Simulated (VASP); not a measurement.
Here is a VASP 6.6.1 calculation.

INCAR

```
ALGO = Normal
EDIFF = 1E-6
ENCUT = 520
GGA = CA
ISIF = 2
ISMEAR = 1
LASPH = T
LCHARG = F
LREAL = F
LWAVE = F
NBANDS = 16
NELM = 60
PREC = Accurate
SIGMA = 0.3
```

File KPOINTS:

```
k-points
0
Gamma
  13 13 13
```

Contents of POSCAR:

```
WC
1.0
    0.0000000000      2.1926840000      2.1926840000
    2.1926840000      0.0000000000      2.1926840000
    2.1926840000      2.1926840000      0.0000000000
W C
1 1
Direct
    0.0000000000      0.0000000000      0.0000000000
    0.5000000000      0.5000000000      0.5000000000
```

Potentials or basis: VASP PAW LDA potentials, release 64 (W_sv, C).

Command:

```bash
$ cat potpaw_LDA.64/W_sv/POTCAR potpaw_LDA.64/C/POTCAR > POTCAR
$ mpirun -np 1 vasp_std > vasp.out
```

(1) Predict the pressure.

(2) Estimate the band gap on the k mesh.

Results:

(1) -14.0 GPa.

(2) zero (band 9 reaches 13.22 eV, above the bottom of band 10 at 10.19 eV).

Caveat: spin-orbit coupling is left out, which moves the levels of the heavy elements.
